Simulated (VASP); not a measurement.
Input of a VASP 6.6.1 run:

INCAR

```
SYSTEM = PbS
ALGO     = Normal         ! electronic algorithm
EDIFF    = 1E-6           ! SCF threshold, eV
ENCUT    = 500            ! plane-wave cutoff, eV
GGA      = PS             ! functional
GGA_COMPAT= .FALSE.      
ISIF     = 2              ! what is computed and relaxed
ISMEAR   = 0              ! smearing method
LASPH    = .TRUE.         ! aspherical terms in the spheres
LCHARG   = .FALSE.        ! write CHGCAR
LREAL    = .FALSE.        ! projectors in reciprocal space
LWAVE    = .FALSE.        ! write WAVECAR
NBANDS   = 17             ! bands
NELM     = 120            ! most SCF steps
PREC     = Accurate       ! precision mode
SIGMA    = 0.5            ! smearing width, eV
```

The input KPOINTS:

```
k-points
0
G
  6 6 6
  0 0 0
```

Contents of POSCAR:

```
PbS
1.0
    0.0000000000      2.9705683225      2.9705683225
    2.9705683225      0.0000000000      2.9705683225
    2.9705683225      2.9705683225      0.0000000000
Pb S
1 1
Direct
    0.0000000000      0.0000000000      0.0000000000
    0.5000000000      0.5000000000      0.5000000000
```

Potentials or basis: VASP PAW PBE potentials, release 64 (Pb_d, S).

Launch:

```sh
$ cat potpaw_PBE.64/Pb_d/POTCAR potpaw_PBE.64/S/POTCAR > POTCAR
$ mpirun -np 1 vasp_std > vasp.out
```

(1) What does it give for the band gap on the k mesh?

(2) What does it give for the pressure?

## Answers

(1) 0.28 eV, direct.

(2) -1.3 GPa.

Caveat: the PAW data sets were made with another functional, which shifts forces and pressure a little; spin-orbit coupling is left out, which moves the levels of the heavy elements.
